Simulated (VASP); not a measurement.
As, 2 atoms in the cell. The structure is monoclinic, space group C2/m (No. 12). Conventional cell: a = 5.202 Å, b = 3.003 Å, c = 4.865 Å, α = 90.00°, β = 90.00°, γ = 90.00°. As (site symmetry m) has 12 As at 2.74 to 3.29 Å within 3.6 Å.  This cell differs from its parent crystal: shortest bond scaled by 1.1.

```yaml
Program: VASP 6.6.1
Task: single point
Functional: LDA
Potentials_or_basis: VASP PAW LDA potentials, release 64 (As)
Cutoff: 520 eV
k_mesh: 11 × 11 × 6
Occupations: fermi-dirac, width 0.05 eV
Spin: no spin polarisation
Dipole_correction: no
Further_INCAR_settings: ALGO = Normal; EDIFF = 1e-06; NBANDS = 12
```

Potentials or basis: VASP PAW LDA potentials, release 64 (As).

The run is started by

```sh
$ cat potpaw_LDA.64/As/POTCAR > POTCAR
$ mpirun -np 1 vasp_std > vasp.out
```

Hardware: 1 thread of Intel Xeon 6975P-C, with other jobs on the host.

How long does it take, and how much memory?

Run time: 34 s on 1 thread of Intel Xeon 6975P-C, with other jobs on the host, peak memory 0.2 GiB. Counts: scf iterations 10, k points 204.
